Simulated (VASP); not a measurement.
Sn: single point with PBEsol

Crystal: Sn.

```
CELL_PARAMETERS angstrom
0.00000 3.22937 3.24560
3.26183 0.00000 3.24560
3.26183 3.22937 0.00000
ATOMIC_POSITIONS crystal
Sn 0.50000 0.50000 0.50000
Sn 0.75000 0.75000 0.75000
```

This cell differs from its parent crystal: strain +0.0050 x Voigt [1, -1, 0, 0, 0, 0].

```yaml
Program: VASP 6.6.1
Task: single point
Functional: PBEsol
Potentials_or_basis: VASP PAW PBE potentials, release 64 (Sn_d)
Cutoff: 520 eV
k_mesh: 12 × 12 × 12
Occupations: gaussian, width 0.15 eV
Spin: no spin polarisation
```

```yaml
Pressure: 0.9 GPa
Band_gap_on_the_k_mesh: zero (bands 14 and 15 overlap by 0.15 eV)
```

Stress tensor (GPa, compression positive):
```
0.77 0.00 0.00
0.00 1.08 0.00
0.00 0.00 0.93
```

Levels at points of the mesh, in eV from the Fermi level:
| k point | band 10 | band 11 | band 12 | band 13 | band 14 | band 15 | band 16 | band 17 | band 18 | band 19 |
| --- | --- | --- | --- | --- | --- | --- | --- | --- | --- | --- |
| (0.00, 0.00, 0.00) | -21.22 | -10.63 | -0.70 | 0.05 | 0.08 | 0.11 | 2.12 | 2.14 | 2.16 | 4.85 |
| (0.50, 0.00, 0.00) | -21.17 | -9.01 | -6.32 | -1.16 | -1.09 | -0.07 | 3.19 | 3.23 | 5.52 | 8.39 |
| (0.50, 0.50, 0.00) | -21.15 | -7.54 | -7.54 | -2.47 | -2.47 | 0.75 | 0.75 | 7.69 | 7.69 | 9.21 |
| (0.50, 0.00, 0.50) | -21.16 | -7.52 | -7.52 | -2.50 | -2.50 | 0.72 | 0.72 | 7.70 | 7.70 | 9.23 |
| (0.00, 0.50, 0.50) | -21.15 | -7.55 | -7.55 | -2.45 | -2.45 | 0.79 | 0.79 | 7.69 | 7.69 | 9.20 |

Wall time 2.7 min on 1 thread of Intel(R) Xeon(R) 6975P-C (Granite Rapids), with other jobs on the host, peak memory 0.44 GiB.

Caveat: the cell differs from its parent crystal (strain +0.0050 x Voigt [1, -1, 0, 0, 0, 0]); the PAW data sets were made with another functional, which shifts forces and pressure a little; spin-orbit coupling is left out, which moves the levels of the heavy elements.
